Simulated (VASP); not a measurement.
# Hg3Pt (I4/mmm) in VASP: a series of runs

Runs on Hg3Pt. Level: PBE. Tasks: single point.

Program: VASP 6.6.1. These are calculated values, not measurements. Logs are shortened: lines on timing, memory, paths and dates and some standing lists are left out, and cuts for length are marked.

## 1. The cell of the first run

The structure is tetragonal, space group I4/mmm (No. 139). Conventional cell: a = 4.204 Å, b = 4.204 Å, c = 9.265 Å, α = 90.00°, β = 90.00°, γ = 90.00°. Within 3.9 Å of Hg (site symmetry -4m2) lie 8 Hg at 2.97 to 3.13 Å and 4 Pt at 3.13 Å. Hg (site symmetry 4/mmm) has 4 Pt at 2.97 Å and 8 Hg at 3.13 Å within 3.9 Å. Within 3.9 Å of Pt (site symmetry 4/mmm) lie 12 Hg at 2.97 to 3.13 Å.

## 2. Single point, PBE

INCAR

```
SYSTEM = Hg3Pt
PREC = Accurate
ENCUT = 520
EDIFF = 1E-6
ISMEAR = -1
SIGMA = 0.1
LREAL = .False.
LASPH = .True.
NELM = 100
ALGO = Normal
ISIF = 2
LWAVE = .False.
LCHARG = .False.
GGA = PE
NBANDS = 31
```

KPOINTS

```
regular mesh
0
Gamma
  7 7 7
  0 0 0
```

POSCAR

```
Hg3Pt
1.0
   -2.1021830000      2.1021830000      4.6325320000
    2.1021830000     -2.1021830000      4.6325320000
    2.1021830000      2.1021830000     -4.6325320000
Hg Pt
3 1
Direct
    0.7500000000      0.2500000000      0.5000000000
    0.2500000000      0.7500000000      0.5000000000
    0.5000000000      0.5000000000      0.0000000000
    0.0000000000      0.0000000000      0.0000000000
```

Potentials or basis: VASP PAW PBE potentials, release 64 (Hg, Pt).

Started as:

```
$ cat potpaw_PBE.64/Hg/POTCAR potpaw_PBE.64/Pt/POTCAR > POTCAR
$ mpirun -np 1 vasp_std > vasp.out
```

OUTCAR:

```text
SYSTEM = Hg3Pt
   PREC = Accurate
   ENCUT = 520
   EDIFF = 1E-6
   ISMEAR = -1
   LREAL = .False.
   LASPH = .True.
   NELM = 100
   ISIF = 2
   GGA = PE

 ion  position               nearest neighbor table
   1  0.750  0.250  0.500-   2 2.97   2 2.97   2 2.97   2 2.97   4 3.13   3 3.13   4 3.13   4 3.13
                             3 3.13   3 3.13   4 3.13   3 3.13
   2  0.250  0.750  0.500-   1 2.97   1 2.97   1 2.97   1 2.97   4 3.13   3 3.13   4 3.13   3 3.13
                             4 3.13   4 3.13   3 3.13   3 3.13
   3  0.500  0.500  0.000-   4 2.97   4 2.97   4 2.97   4 2.97   2 3.13   1 3.13   2 3.13   1 3.13
                             2 3.13   2 3.13   1 3.13   1 3.13
   4  0.000  0.000  0.000-   3 2.97   3 2.97   3 2.97   3 2.97   2 3.13   1 3.13   2 3.13   2 3.13
                             1 3.13   1 3.13   2 3.13   1 3.13

  LATTYP: Found a body centered tetragonal cell.
 ALAT       =     4.2043660000
 C/A-ratio  =     2.2036768445

  Lattice vectors:

 A1 = (  -2.1021830000,   2.1021830000,   4.6325320000)
 A2 = (   2.1021830000,  -2.1021830000,   4.6325320000)
 A3 = (   2.1021830000,   2.1021830000,  -4.6325320000)

Analysis of symmetry for initial positions (statically):
=====================================================================
 Subroutine PRICEL returns:
 Original cell was already a primitive cell.

 Routine SETGRP: Setting up the symmetry group for a
 body centered tetragonal supercell.

 Subroutine GETGRP returns: Found 16 space group operations
 (whereof 16 operations were pure point group operations)
 out of a pool of 16 trial point group operations.

The static configuration has the point symmetry D_4h.

Analysis of symmetry for dynamics (positions and initial velocities):
=====================================================================
 Subroutine PRICEL returns:
 Original cell was already a primitive cell.

 Routine SETGRP: Setting up the symmetry group for a
 body centered tetragonal supercell.

 Subroutine GETGRP returns: Found 16 space group operations
 (whereof 16 operations were pure point group operations)
 out of a pool of 16 trial point group operations.

The dynamic configuration has the point symmetry D_4h.

 Subroutine INISYM returns: Found 16 space group operations
 (whereof 16 operations are pure point group operations),
 and found     1 'primitive' translations

----------------------------------------------------------------------------------------

                                     Primitive cell
[... 90 lines left out ...]
   LNONCOLLINEAR =      F non collinear calculations
   LSORBIT =      F    spin-orbit coupling
   LASPH  =      T    aspherical Exc in radial PAW
   ENCUT  =  520.0 eV  38.22 Ry    6.18 a.u.  10.23 10.23 10.23*2*pi/ulx,y,z
   NELM   =    100;   NELMIN=  2; NELMDL= -5     # of ELM steps
   EDIFF  = 0.1E-05   stopping-criterion for ELM
   LREAL  =      F    real-space projection
   EDIFFG = 0.1E-04   stopping-criterion for IOM
   NSW    =      0    number of steps for IOM
   IBRION =     -1    ionic relax: 0-MD 1-quasi-New 2-CG
   NFREE  =      0    steps in history (QN), initial steepest desc. (CG)
   ISIF   =      2    stress and relaxation
   ISYM   =      2    0-nonsym 1-usesym 2-fastsym
   POTIM  = 0.5000    time-step for ionic-motion
   TEBEG  =    0.0;   TEEND  =   0.0 temperature during run
   PSTRESS=    0.0 pullay stress
   NELECT =      46.0000    total number of electrons
   NUPDOWN=      -1.0000    fix difference up-down
   EMIN   =  10.00;   EMAX   =-10.00  energy-range for DOS
   EFERMI =   0.00;   METHOD = LEGACY
   ISMEAR =    -1;   SIGMA  =   0.10  broadening in eV -4-tet -1-fermi 0-gaus
   EFERMI_NEDOS =   21; number of points for ismear=-14 and -15
   IALGO  =     38    algorithm
   IMIX   =      4    mixing-type and parameters
     AMIX     =   0.40;   BMIX     =  1.00
     AMIX_MAG =   1.60;   BMIX_MAG =  1.00
  volume/ion in A,a.u.               =      20.47       138.15
  Fermi-wavevector in a.u.,A,eV,Ry     =   1.350789  2.552622 24.825623  1.824632
  Thomas-Fermi vector in A             =   2.478265
   LORBIT       =      0    0 simple, 1 ext, 2 COOP (PROOUT), +10 PAW based schemes
   GGA     = PE    functional components
   LHFCALC =     F    Hartree Fock is set to
   AEXX    =    0.0000 exact exchange contribution
   IVDW    =     0    specifies the selected vdW correction
   LEPSILON=     F    determine dielectric tensor
   LRPA    =     F    only Hartree local field effects (RPA)
 non-spin polarized calculation
  energy-cutoff  :      520.00
  volume of cell :       81.89
 maximum number of plane-waves:      2220
 NGX is ok and might be reduce to    42
   NGX = 21   NGY = 21   NGZ = 21

 number of electron      45.9999999 magnetization

 Free energy of the ion-electron system (eV)
  ---------------------------------------------------
  ext. energy  EPLUGINS =         0.00000000
  ---------------------------------------------------
  free energy    TOTEN  =        -5.91288138 eV

  energy without entropy =       -5.86769762  energy(sigma->0) =       -5.89028950

 E-fermi :   4.6684     XC(G=0): -11.6821

 val. band max:        4.6445194246   @ k =   0.2857   0.1429   0.1429
 cond. band min:       4.6760689298   @ k =   0.4286   0.2857   0.0000
 fundamental gap:      0.0315495052
 Fermi energy:         4.6683770615

 k-point     1 :       0.0000    0.0000    0.0000
  band No.  band energies     occupation
      1      -5.0957      2.00000
      2      -3.8559      2.00000
      3      -3.7063      2.00000
      4      -3.5732      2.00000
      5      -2.9042      2.00000
      6      -2.9042      2.00000
[... 805 lines left out ...]
     30      12.9167      0.00000
     31      15.3885      0.00000

 [... further k-points ...]
[... 5 lines left out ...]
  --------------------------------------------------------------------------------------
  -------------------------------------------------------------------------------------
  Total        0.1134270      0.1134270     -0.5662000      0.0000000      0.0000000     -0.0000000
  in kB        2.2192569      2.2192569    -11.0779914      0.0000000      0.0000000     -0.0000000
  external PRESSURE =      -2.2131592 kB  Pullay stress =       0.0000000 kB

 VOLUME and BASIS-vectors are now :
 -----------------------------------------------------------------------------
  energy-cutoff  :      520.00
  volume of cell :       81.89
      direct lattice vectors                 reciprocal lattice vectors
    -2.102183000  2.102183000  4.632532000     0.000000000  0.237847989  0.107932336
     2.102183000 -2.102183000  4.632532000     0.237847989  0.000000000  0.107932336
     2.102183000  2.102183000 -4.632532000     0.237847989  0.237847989  0.000000000

 POSITION                                       TOTAL-FORCE (eV/Angst)
 -----------------------------------------------------------------------------------
      0.00000      2.10218      2.31627        -0.000000      0.000000     -0.000000
      2.10218      0.00000      2.31627         0.000000      0.000000      0.000000
      0.00000      0.00000      4.63253         0.000000     -0.000000     -0.000000
      0.00000      0.00000      0.00000         0.000000     -0.000000     -0.000000
 -----------------------------------------------------------------------------------
    total drift:                               -0.000000      0.000000      0.000000

  FREE ENERGIE OF THE ION-ELECTRON SYSTEM (eV)
  ---------------------------------------------------
  free  energy   TOTEN  =        -5.9128813761 eV

  energy  without entropy=       -5.8676976193  energy(sigma->0) =       -5.89028950
```

OSZICAR:

```text
N       E                     dE             d eps       ncg     rms          rms(c)
DAV:   1     0.377976072670E+03    0.37798E+03   -0.23464E+04  2512   0.145E+03
DAV:   2     0.514891242508E+01   -0.37283E+03   -0.35202E+03  2662   0.379E+02
DAV:   3    -0.636883867772E+01   -0.11518E+02   -0.11384E+02  2837   0.732E+01
DAV:   4    -0.642505510402E+01   -0.56216E-01   -0.56181E-01  2662   0.462E+00
DAV:   5    -0.642546824409E+01   -0.41314E-03   -0.41313E-03  2914   0.437E-01    0.110E+01
DAV:   6    -0.599787922038E+01    0.42759E+00   -0.14971E+00  2817   0.117E+01    0.903E+00
DAV:   7    -0.594197989171E+01    0.55899E-01   -0.54234E-01  2564   0.416E+00    0.468E+00
DAV:   8    -0.591453893946E+01    0.27441E-01   -0.13271E-01  2686   0.275E+00    0.120E+00
DAV:   9    -0.591289024046E+01    0.16487E-02   -0.15792E-02  2676   0.127E+00    0.208E-01
DAV:  10    -0.591284625933E+01    0.43981E-04   -0.41702E-04  2790   0.136E-01    0.989E-02
DAV:  11    -0.591288040077E+01   -0.34141E-04   -0.94232E-05  2634   0.718E-02    0.888E-03
DAV:  12    -0.591288137614E+01   -0.97537E-06   -0.37187E-06  2606   0.157E-02
   1 F= -.59128814E+01 E0= -.58902895E+01  d E =-.451838E-01
```

stdout:

```text
POSCAR found type information on POSCAR HgPt
 POSCAR found :  2 types and       4 ions
 scaLAPACK will be used
 LDA part: xc-table for (Slater+PW92), standard interpolation
 POSCAR, INCAR and KPOINTS ok, starting setup
 FFT: planning ... GRIDC
 FFT: planning ... GRID_SOFT
 FFT: planning ... GRID
 WAVECAR not read
 entering main loop
```

Wall time 2.9 min (1 thread of Intel Xeon 8259CL, shared host); peak memory 0.3 GiB.

Results:

```yaml
Free_energy: -5.9129 eV
Pressure: -0.2 GPa
Band_gap_on_the_k_mesh: zero (bands 23 and 24 overlap by 2.35 eV)
```

Caveat: spin-orbit coupling is left out, which moves the levels of the heavy elements.

## 3. Single point, PBE

INCAR

```
PREC     = Accurate       # precision mode
ENCUT    = 520            # plane-wave cutoff, eV
EDIFF    = 1E-7           # SCF threshold, eV
ISMEAR   = -1             # smearing method
SIGMA    = 0.1            # smearing width, eV
LREAL    = False          # projectors in reciprocal space
LASPH    = True           # aspherical terms in the spheres
NELM     = 80             # most SCF steps
ALGO     = Normal         # electronic algorithm
ISIF     = 2              # what is computed and relaxed
LWAVE    = False          # write WAVECAR
LCHARG   = False          # write CHGCAR
GGA      = PE             # functional
NBANDS   = 31             # bands
```

KPOINTS

```
Automatic mesh
0
Gamma
  7 7 7
```

POSCAR is that of step 2.

Potentials or basis: VASP PAW PBE potentials, release 64 (Hg, Pt).

Started as:

```
$ cat potpaw_PBE.64/Hg/POTCAR potpaw_PBE.64/Pt/POTCAR > POTCAR
$ mpirun -np 1 vasp_std > vasp.out
```

Wall time 3.8 min (1 thread of Intel Xeon 8259CL, shared host); peak memory 0.3 GiB.

The run converged. Its results:

- Free energy: -5.9129 eV
- Pressure: -0.2 GPa
- Band gap on the k mesh: zero (bands 23 and 24 overlap by 2.35 eV)

Stress tensor (GPa, compression positive):
```
 0.24  0.00  0.00
 0.00  0.24  0.00
 0.00  0.00 -1.09
```

Levels at points of the mesh, in eV from the Fermi level:
```csv
k point,band 19,band 20,band 21,band 22,band 23,band 24,band 25,band 26,band 27,band 28
"(0.00, 0.00, 0.00)",-2.29,-2.27,-1.42,-0.89,1.32,1.66,3.58,3.79,3.79,4.09
```

Caveat: spin-orbit coupling is left out, which moves the levels of the heavy elements.
